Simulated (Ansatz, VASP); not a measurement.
**ZnSe in VASP and in Ansatz**

The input INCAR:

```
SYSTEM = ZnSe
PREC = Accurate
ENCUT = 600
EDIFF = 1E-6
ISMEAR = 0
SIGMA = 0.02
LREAL = .FALSE.
LASPH = .TRUE.
NELM = 80
ALGO = Normal
ISIF = 3
LWAVE = .FALSE.
LCHARG = .FALSE.
GGA = PE
IBRION = 2
NSW = 100
EDIFFG = -0.005
```

KPOINTS

```
regular mesh
0
G
  8 8 8
  0 0 0
```

The input POSCAR:

```
ZnSe
1.0
    0.0000000000      2.8324425407      2.8324425407
    2.8324425407      0.0000000000      2.8324425407
    2.8324425407      2.8324425407      0.0000000000
Zn Se
1 1
Direct
    0.0000000000      0.0000000000      0.0000000000
    0.7500000000      0.7500000000      0.7500000000
```

Input for Ansatz:

```yaml
crystal:
  lattice:
    - [0.0, 2.8324425407, 2.8324425407]
    - [2.8324425407, 0.0, 2.8324425407]
    - [2.8324425407, 2.8324425407, 0.0]
  atoms:
    - { symbol: Zn, position: [0.0, 0.0, 0.0] }
    - { symbol: Se, position: [0.75, 0.75, 0.75] }
basis:
  ecutwfc: 420
kpoints:
  mp_grid: { grid: [8, 8, 8] }
hamiltonian:
  xc: pbe
scf:
  occupations: { method: gaussian, width: 0.02 }
output:
  forces: true
  stress: true
  eigenvalues: true
  write_density: true
  write_potential: true
  elf: true
  volumetric_format: npy
relax:
  adjacent_minimum: "off"
  f_tol: 0.005
  max_steps: 80
  cell: { stress_tol: 0.05 }
```

Alike in both runs: task relaxation of cell and atoms; functional PBE; k mesh 8 × 8 × 8; occupations gaussian, width 0.02 eV; no spin polarisation.

```csv
,VASP,Ansatz
version,VASP 6.6.1,Ansatz 0.2.0
potentials or method,"VASP PAW PBE potentials, release 64 (Zn, Se), cutoff 600 eV","scalar-relativistic, plane waves, PAW"
valence electrons in the cell,18,28
```

Ansatz gave:

| Quantity | Value |
| --- | --- |
| gap on the k mesh at the Fermi level, each at its own relaxed structure (eV) | 1.15 |
| relaxed volume (Å³/atom) | 23.54 |
| relaxed cell length with the largest relative difference (Å) | 4.053 |

Task: Which values does VASP return?

Result: gap on the k mesh at the Fermi level, each at its own relaxed structure (eV): 1.14; relaxed volume (Å³/atom): 23.65; relaxed cell length with the largest relative difference (Å): 4.059.

VASP's potentials hold 18 valence electrons a cell and Ansatz's 28, so a difference there can come from the potentials and not from the codes.
